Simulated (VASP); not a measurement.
Write the native input for VASP 6.6.1 that does the following.

```yaml
Task: single point
Functional: r2SCAN
Potentials_or_basis: VASP PAW PBE potentials, release 64 (Si, O)
Cutoff: 520 eV
k_mesh: 6 × 6 × 8
Occupations: gaussian, width 0.05 eV
Spin: no spin polarisation
Dipole_correction: no
Further_INCAR_settings: ALGO = Normal; EDIFF = 1e-06; NBANDS = 25
```

Crystal: SiO2.

```
Si O
1.0
     3.85057    0.00000    0.00000
     0.00000    3.85057    0.00000
     0.00000    0.00000    2.45525
Si O
2 4
Direct
  0.50000 0.50000 0.50000
  0.00000 0.00000 0.00000
  0.69389 0.69389 0.00000
  0.19389 0.80611 0.50000
  0.30611 0.30611 0.00000
  0.80611 0.19389 0.50000
```

This cell differs from its parent crystal: strain -0.080 along x and y, -0.080 along z.

The input as run:

POSCAR

```
SiO2
1.0
    3.8505735901      0.0000000000      0.0000000000
    0.0000000000      3.8505735901      0.0000000000
    0.0000000000      0.0000000000      2.4552453754
Si O
2 4
Direct
    0.5000000000      0.5000000000      0.5000000000
    0.0000000000      0.0000000000      0.0000000000
    0.6938852014      0.6938852014      0.0000000000
    0.1938852014      0.8061147986      0.5000000000
    0.3061147986      0.3061147986      0.0000000000
    0.8061147986      0.1938852014      0.5000000000
```

INCAR.step1

```
SYSTEM = SiO2
PREC = Accurate
ENCUT = 520
ISMEAR = 0
SIGMA = 0.05
LREAL = .False.
LASPH = .True.
NELM = 80
NBANDS = 25
GGA = PE
ALGO = Normal
EDIFF = 1E-4
LWAVE = .True.
LCHARG = .False.
```

INCAR.step2

```
SYSTEM = SiO2
PREC = Accurate
ENCUT = 520
EDIFF = 1E-6
ISMEAR = 0
SIGMA = 0.05
LREAL = .False.
LASPH = .True.
NELM = 80
ALGO = Normal
ISIF = 2
LWAVE = .False.
LCHARG = .False.
METAGGA = R2SCAN
LMIXTAU = .True.
NBANDS = 25
ISTART = 1
```

KPOINTS

```
regular mesh
0
Gamma
  6 6 8
  0 0 0
```

Potentials or basis: VASP PAW PBE potentials, release 64 (Si, O).

Command:

```sh
$ cat potpaw_PBE.64/Si/POTCAR potpaw_PBE.64/O/POTCAR > POTCAR
$ cp INCAR.step1 INCAR
$ mpirun -np 1 vasp_std > vasp.out
$ cp INCAR.step2 INCAR
$ mpirun -np 1 vasp_std > vasp.out
```

Results of the run:

```yaml
Pressure: 141.3 GPa
Largest_force: 2.368 eV/Å
Band_gap_on_the_k_mesh: 8.43 eV, direct
```

Caveat: the cell differs from its parent crystal (strain -0.080 along x and y, -0.080 along z); the PAW data sets were made with another functional, which shifts forces and pressure a little.

It took 120 s on 1 thread of Intel(R) Xeon(R) Platinum 8259CL CPU @ 2.50GHz (Skylake/Cascade Lake), on a shared host, peak memory 0.16 GiB.
